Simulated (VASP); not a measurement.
Crystal: Os.

```
Os
1.0
     2.78772    0.00000    0.00000
    -1.39386    2.41424    0.00000
     0.00000    0.00000    4.40442
Os
2
Direct
  0.66667 0.33333 0.75000
  0.33333 0.66667 0.25000
```

Base run:

- Program: VASP 6.6.1
- Functional: RPBE
- Dispersion: D4
- Potentials or basis: VASP PAW PBE potentials, release 64 (Os)
- Cutoff: 520 eV
- k mesh: 11 × 11 × 6
- Occupations: fermi-dirac, width 0.05 eV
- Spin: no spin polarisation

Its results: band gap on the k mesh zero (bands 8 and 9 overlap by 3.54 eV); pressure -22.5 GPa.

Problem. The run is repeated on the same cell with these changes: functional from RPBE to PBEsol; dispersion from D4 to none. What comes out?

Solution. Band gap on the k mesh zero (bands 8 and 9 overlap by 3.55 eV); pressure -24.0 GPa.

Several settings changed at once.

Caveats: the cell stands under tension; the PAW data sets were made with another functional, which shifts forces and pressure a little; spin-orbit coupling is left out, which moves the levels of the heavy elements; the dispersion term is far too large for a dense solid, which distorts pressure and volume (at least some runs).
